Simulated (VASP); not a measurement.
# Be4Cd3: relaxation of cell and atoms with PBE

Crystal: Be4Cd3.

```
Be Cd
1.0
     4.82435    0.00000    0.00000
     0.00000    4.82435    0.00000
     0.00000    0.00000    4.82435
Be Cd
4 3
Direct
  0.50000 0.00000 0.00000
  0.00000 0.50000 0.00000
  0.00000 0.00000 0.50000
  0.50000 0.50000 0.50000
  0.00000 0.50000 0.50000
  0.50000 0.00000 0.50000
  0.50000 0.50000 0.00000
```

| Property | Result |
| --- | --- |
| Program | VASP 6.6.1 |
| Task | relaxation of cell and atoms |
| Functional | PBE |
| Potentials or basis | VASP PAW PBE potentials, release 64 (Be, Cd) |
| Cutoff | 600 eV |
| k mesh | 4 × 4 × 4 |
| Occupations | gaussian, width 0.1 eV |
| Spin | no spin polarisation |
| Dipole correction | no |
| Further INCAR settings | ALGO = Normal; EDIFF = 1e-06; IBRION = 2; EDIFFG = -0.04; NSW = 90; ISIF = 3 |

```yaml
Relaxed_volume: 18.26 Å³/atom
Relaxed_cell: a = 5.038 Å, b = 5.038 Å, c = 5.038 Å, α = 90.00°, β = 90.00°, γ = 90.00°
Space_group_after_relaxing_to_0.05_Å: Pm-3m (No. 221)
Energy_gained_by_relaxing: 57.2 meV/atom
Ionic_steps: 2
Pressure_after_relaxing: 0.3 GPa
Band_gap_on_the_k_mesh: zero (band 22 reaches 2.82 eV, above the bottom of band 23 at 1.57 eV)
```

The path:
| step | energy change (eV) | largest force (eV/Å) | pressure (GPa) | volume (Å³) |
| --- | --- | --- | --- | --- |
| 1 | 0.0000 | 0.0000 | 9.16 | 112.28 |
| 2 | -0.4003 | 0.0000 | 0.25 | 127.85 |

Final structure:
```
CELL_PARAMETERS angstrom
5.03769 0.00000 0.00000
0.00000 5.03769 0.00000
0.00000 0.00000 5.03769
ATOMIC_POSITIONS crystal
Be 0.50000 0.00000 0.00000
Be 0.00000 0.50000 0.00000
Be 0.00000 0.00000 0.50000
Be 0.50000 0.50000 0.50000
Cd 0.00000 0.50000 0.50000
Cd 0.50000 0.00000 0.50000
Cd 0.50000 0.50000 0.00000
```

Levels at points of the mesh, in eV from the Fermi level:
```csv
k point,band 20,band 21,band 22,band 23,band 24,band 25
"(0.00, 0.00, 0.00)",-2.24,-2.24,0.03,0.90,0.90,0.90
"(0.50, 0.00, 0.00)",-1.73,-0.76,-0.65,-0.65,-0.02,0.29
"(0.50, 0.50, 0.00)",-0.13,-0.08,-0.08,-0.07,0.53,0.53
"(0.50, 0.50, 0.50)",-3.62,-3.62,-3.62,-0.90,5.15,5.15
```

Run time: 50 s on 1 thread of Intel(R) Xeon(R) Platinum 8259CL CPU @ 2.50GHz (Skylake/Cascade Lake), on a shared host, peak memory 0.25 GiB.
